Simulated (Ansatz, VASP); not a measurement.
# Sn3SeS2 in VASP and in Ansatz

```
Sn Se S
1.0
     4.18741    0.00000    0.00000
    -2.09370    3.62640    0.00000
     0.00000    0.00000   10.22667
Sn Se S
3 1 2
Direct
  0.66667 0.33333 0.82425
  0.00000 0.00000 0.50000
  0.33333 0.66667 0.17575
  0.00000 0.00000 0.00000
  0.33333 0.66667 0.66194
  0.66667 0.33333 0.33806
```

Alike in both runs: task relaxation of cell and atoms; functional PBE; k mesh 12 × 12 × 4; occupations gaussian, width 0.02 eV; no spin polarisation.

|  | VASP | Ansatz |
| --- | --- | --- |
| version | VASP 6.6.1 | Ansatz 0.2.0 |
| potentials or method | VASP PAW PBE potentials, release 64 (Sn_d, Se, S), cutoff 600 eV | scalar-relativistic, plane waves, PAW |
| valence electrons in the cell | 60 | 70 |

Ansatz gave:

* gap on the k mesh at the Fermi level, each at its own relaxed structure (eV): 0.42
* relaxed volume (Å³/atom): 25.93
* relaxed cell length with the largest relative difference (Å): 10.248

Question: Estimate VASP's values.

Answer: gap on the k mesh at the Fermi level, each at its own relaxed structure (eV): 0.41; relaxed volume (Å³/atom): 25.94; relaxed cell length with the largest relative difference (Å): 10.239.

VASP's potentials hold 60 valence electrons a cell and Ansatz's 70, so a difference there can come from the potentials and not from the codes.
